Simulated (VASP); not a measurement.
# Ru in VASP: single point with PBE

Aim: the single point of Ru with PBE.

All numbers are computed with VASP 6.6.1; they aren't measurements. Logs are shortened: lines on timing, memory, paths and dates and some standing lists are left out, and cuts for length are marked.

**1. The cell of the first run**

The cell holds a slab with vacuum, 6 atoms: a = 2.720 Å, b = 4.297 Å, c = 20.496 Å, α = 90.00°, β = 90.00°, γ = 90.00°.

**2. Single point, PBE**

INCAR

```
PREC = Accurate ; ENCUT = 520
EDIFF = 1E-6 ; ISMEAR = 0
SIGMA = 0.1 ; LREAL = F
LASPH = T ; NELM = 100
ALGO = Normal ; ISIF = 2
LWAVE = F ; LCHARG = T
LDIPOL = T ; IDIPOL = 3
DIPOL = 0.5 0.5 0.500 ; GGA = PE
LELF = T ; LVHAR = T
LVACPOTAV = T ; NBANDS = 51
```

KPOINTS

```
regular mesh
0
Gamma
  13 8 1
```

POSCAR

```
Ru
1.0
    2.7200250913      0.0000000000      0.0000000000
    0.0000000000      4.2967694967      0.0000000000
    0.0000000000      0.0000000000     20.4964252653
Ru
6
Direct
    0.0000000000      0.7500000000      0.3724487782
    0.5000000000      0.2500000000      0.4036981603
    0.5000000000      0.7500000000      0.4820310275
    0.0000000000      0.2500000000      0.5179689681
    0.0000000000      0.7500000000      0.5963018400
    0.5000000000      0.2500000000      0.6275512259
```

Potentials or basis: VASP PAW PBE potentials, release 64 (Ru_pv).

On the command line:

```bash
cat potpaw_PBE.64/Ru_pv/POTCAR > POTCAR
mpirun -np 1 vasp_std > vasp.out
```

OUTCAR:

```text
PREC = Accurate
   ENCUT = 520
   EDIFF = 1E-6
   ISMEAR = 0
   LREAL = F
   LASPH = T
   NELM = 100
   ISIF = 2
   GGA = PE

 ion  position               nearest neighbor table
   1  0.000  0.750  0.372-   2 2.62   2 2.62   2 2.62   2 2.62   3 2.63   3 2.63
   2  0.500  0.250  0.404-   1 2.62   1 2.62   1 2.62   1 2.62   3 2.68   3 2.68   4 2.71   4 2.71

   3  0.500  0.750  0.482-   1 2.63   1 2.63   4 2.65   4 2.65   4 2.65   4 2.65   2 2.68   2 2.68
                             5 2.71   5 2.71
   4  0.000  0.250  0.518-   6 2.63   6 2.63   3 2.65   3 2.65   3 2.65   3 2.65   5 2.68   5 2.68
                             2 2.71   2 2.71
   5  0.000  0.750  0.596-   6 2.62   6 2.62   6 2.62   6 2.62   4 2.68   4 2.68   3 2.71   3 2.71

   6  0.500  0.250  0.628-   5 2.62   5 2.62   5 2.62   5 2.62   4 2.63   4 2.63

  LATTYP: Found a simple orthorhombic cell.
 ALAT       =     2.7200250913
 B/A-ratio  =     1.5796800958
 C/A-ratio  =     7.5353809532

  Lattice vectors:

 A1 = (   2.7200250913,   0.0000000000,   0.0000000000)
 A2 = (   0.0000000000,   4.2967694967,   0.0000000000)
 A3 = (   0.0000000000,   0.0000000000,  20.4964252653)

Analysis of symmetry for initial positions (statically):
=====================================================================
 Subroutine PRICEL returns:
 Original cell was already a primitive cell.

 Routine SETGRP: Setting up the symmetry group for a
 simple orthorhombic supercell.

 Subroutine GETGRP returns: Found  8 space group operations
 (whereof  2 operations were pure point group operations)
 out of a pool of  8 trial point group operations.

The static configuration has the point symmetry C_1h.
 The point group associated with its full space group is D_2h.

Analysis of symmetry for dynamics (positions and initial velocities):
=====================================================================
 Subroutine PRICEL returns:
 Original cell was already a primitive cell.

 Routine SETGRP: Setting up the symmetry group for a
 simple orthorhombic supercell.

 Subroutine GETGRP returns: Found  8 space group operations
 (whereof  2 operations were pure point group operations)
 out of a pool of  8 trial point group operations.

The dynamic configuration has the point symmetry C_1h.
 The point group associated with its full space group is D_2h.

 Subroutine INISYM returns: Found  8 space group operations
 (whereof  2 operations are pure point group operations),
 and found     1 'primitive' translations

[... 104 lines left out ...]
   EDIFFG = 0.1E-04   stopping-criterion for IOM
   NSW    =      0    number of steps for IOM
   IBRION =     -1    ionic relax: 0-MD 1-quasi-New 2-CG
   NFREE  =      0    steps in history (QN), initial steepest desc. (CG)
   ISIF   =      2    stress and relaxation
   ISYM   =      2    0-nonsym 1-usesym 2-fastsym
   POTIM  = 0.5000    time-step for ionic-motion
   TEBEG  =    0.0;   TEEND  =   0.0 temperature during run
   PSTRESS=    0.0 pullay stress
   NELECT =      84.0000    total number of electrons
   NUPDOWN=      -1.0000    fix difference up-down
   EMIN   =  10.00;   EMAX   =-10.00  energy-range for DOS
   EFERMI =   0.00;   METHOD = LEGACY
   ISMEAR =     0;   SIGMA  =   0.10  broadening in eV -4-tet -1-fermi 0-gaus
   EFERMI_NEDOS =   21; number of points for ismear=-14 and -15
   IALGO  =     38    algorithm
   IMIX   =      4    mixing-type and parameters
     AMIX     =   0.40;   BMIX     =  1.00
     AMIX_MAG =   1.60;   BMIX_MAG =  1.00
  volume/ion in A,a.u.               =      39.92       269.43
  Fermi-wavevector in a.u.,A,eV,Ry     =   1.154437  2.181570 18.132821  1.332725
  Thomas-Fermi vector in A             =   2.291073
   LORBIT       =      0    0 simple, 1 ext, 2 COOP (PROOUT), +10 PAW based schemes
   GGA     = PE    functional components
   LHFCALC =     F    Hartree Fock is set to
   AEXX    =    0.0000 exact exchange contribution
   IVDW    =     0    specifies the selected vdW correction
   LEPSILON=     F    determine dielectric tensor
   LRPA    =     F    only Hartree local field effects (RPA)
 non-spin polarized calculation
 Gauss-broadening in eV      SIGMA  =   0.10
  energy-cutoff  :      520.00
  volume of cell :      239.55
 maximum number of plane-waves:      6540
   NGX = 11   NGY = 15   NGZ = 77

 dipolmoment           0.000000      0.000000     -0.000000 electrons x Angstroem

 number of electron      84.0000034 magnetization

 dipolmoment           0.000000      0.000000      0.000002 electrons x Angstroem

 Free energy of the ion-electron system (eV)
  ---------------------------------------------------
  ext. energy  EPLUGINS =         0.00000000
  ---------------------------------------------------
  free energy    TOTEN  =       -51.15779221 eV

  energy without entropy =      -51.11146593  energy(sigma->0) =      -51.13462907

 E-fermi :   1.2392     XC(G=0):  -5.7862

 val. band max:        1.2269331001   @ k =   0.3077   0.1250   0.0000
 cond. band min:       1.2399378759   @ k =   0.0000   0.1250   0.0000
 fundamental gap:      0.0130047758
 Fermi energy:         1.2392110394

 k-point     1 :       0.0000    0.0000    0.0000
  band No.  band energies     occupation
      1     -42.3874      2.00000
      2     -42.1346      2.00000
      3     -42.0153      2.00000
      4     -42.0090      2.00000
      5     -41.9003      2.00000
      6     -41.8193      2.00000
[... 1285 lines left out ...]
     50       2.6827      0.00000
     51       3.3447      0.00000

 [... further k-points ...]
[... 5 lines left out ...]
  --------------------------------------------------------------------------------------
  -------------------------------------------------------------------------------------
  Total       -4.1109744     -2.1739733     -0.1013672      0.0000000     -0.0000000      0.0000000
  in kB      -27.4955404    -14.5402438     -0.6779767      0.0000000     -0.0000000      0.0000000
  external PRESSURE =     -14.2379203 kB  Pullay stress =       0.0000000 kB

 VOLUME and BASIS-vectors are now :
 -----------------------------------------------------------------------------
  energy-cutoff  :      520.00
  volume of cell :      239.55
      direct lattice vectors                 reciprocal lattice vectors
     2.720025091  0.000000000  0.000000000     0.367643667  0.000000000  0.000000000
     0.000000000  4.296769497  0.000000000     0.000000000  0.232732987  0.000000000
     0.000000000  0.000000000 20.496425265     0.000000000  0.000000000  0.048788995

 POSITION                                       TOTAL-FORCE (eV/Angst)
 -----------------------------------------------------------------------------------
      0.00000      3.22258      7.63387        -0.000000     -0.000000     -0.006135
      1.36001      1.07419      8.27437        -0.000000      0.000000      0.013734
      1.36001      3.22258      9.87991        -0.000000     -0.000000      0.010826
      0.00000      1.07419     10.61651         0.000000     -0.000000     -0.010826
      0.00000      3.22258     12.22206        -0.000000      0.000000     -0.013734
      1.36001      1.07419     12.86256        -0.000000     -0.000000      0.006135
 -----------------------------------------------------------------------------------
    total drift:                                0.000000      0.000000      0.000645

  FREE ENERGIE OF THE ION-ELECTRON SYSTEM (eV)
  ---------------------------------------------------
  free  energy   TOTEN  =       -51.1577922113 eV

  energy  without entropy=      -51.1114659323  energy(sigma->0) =      -51.13462907

 vacuum level on the upper side and lower side of the slab         6.059         6.059
```

Run time: 11 min. Hardware: 1 thread of AMD EPYC 7R13 (Zen 3), shared host; peak memory 0.44 GiB.

Results:

| Item | Value |
| --- | --- |
| Free energy | -51.1578 eV |
| Largest force | 0.014 eV/Å |
| Band gap on the k mesh | zero (band 42 reaches 1.98 eV, above the bottom of band 43 at 0.70 eV) |

Forces on the atoms (eV/Å):
```
Ru   0.000  0.000 -0.006
Ru   0.000  0.000  0.014
Ru   0.000  0.000  0.011
Ru   0.000  0.000 -0.011
Ru   0.000  0.000 -0.014
Ru   0.000  0.000  0.006
```
